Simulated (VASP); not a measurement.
Here is a VASP 6.6.1 calculation.

The input INCAR:

```
SYSTEM = TaN
PREC = Accurate ; ENCUT = 520
EDIFF = 1E-6 ; ISMEAR = 0
SIGMA = 0.15 ; LREAL = .False.
LASPH = .True. ; NELM = 100
ALGO = Normal ; ISIF = 2
LWAVE = .False. ; LCHARG = .True.
GGA = PE ; LELF = .True.
LVHAR = .True. ; NBANDS = 15
```

KPOINTS

```
Automatic mesh
0
Gamma
  11 11 11
  0 0 0
```

Contents of POSCAR:

```
TaN
1.0
    0.0000000000      2.2356225527      2.2356225527
    2.2356225527      0.0000000000      2.2356225527
    2.2356225527      2.2356225527      0.0000000000
Ta N
1 1
Direct
    0.5000000000      0.5000000000      0.5000000000
    0.0000000000      0.0000000000      0.0000000000
```

Potentials or basis: VASP PAW PBE potentials, release 64 (Ta_pv, N).

Command:

```bash
$ cat potpaw_PBE.64/Ta_pv/POTCAR potpaw_PBE.64/N/POTCAR > POTCAR
$ mpirun -np 1 vasp_std > vasp.out
```

(1) What does it give for the pressure?

(2) What does it give for the band gap on the k mesh?

## Answers

(1) -10.4 GPa.

(2) zero (band 8 reaches 10.54 eV, above the bottom of band 9 at 7.02 eV).

Caveat: spin-orbit coupling is left out, which moves the levels of the heavy elements.
